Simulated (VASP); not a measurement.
Sn, 2 atoms in the cell. It takes space group I4_1/amd (No. 141, tetragonal). Conventional cell: a = 5.216 Å, b = 5.216 Å, c = 2.838 Å, α = 90.00°, β = 90.00°, γ = 90.00°. Within 3.6 Å of Sn (site symmetry -4m2) lie 10 Sn at 2.70 to 3.37 Å. 

| Item | Value |
| --- | --- |
| Program | VASP 6.6.1 |
| Task | relaxation of shape and atoms at fixed volume |
| Functional | PBE |
| Potentials or basis | VASP PAW PBE potentials, release 64 (Sn_d) |
| Cutoff | 600 eV |
| k mesh | 13 × 13 × 13 |
| Occupations | fermi-dirac, width 0.05 eV |
| Spin | no spin polarisation |
| Dipole correction | no |
| Further INCAR settings | ALGO = Normal; EDIFF = 1e-07; IBRION = 2; EDIFFG = -0.005; NSW = 50; ISIF = 4 |

Potentials or basis: VASP PAW PBE potentials, release 64 (Sn_d).

The run is started by

```bash
$ cat potpaw_PBE.64/Sn_d/POTCAR > POTCAR
$ mpirun -np 1 vasp_std > vasp.out
```

Hardware: 1 thread of Oxide Virtual Turin-like Processor, with other jobs on the host.

Task: How long does it take, and how much memory?

Result: Wall time 5.8 min on 1 thread of Oxide Virtual Turin-like Processor, on a shared host, peak memory 0.25 GiB. Counts: scf iterations 25, k points 196, ion steps 3.
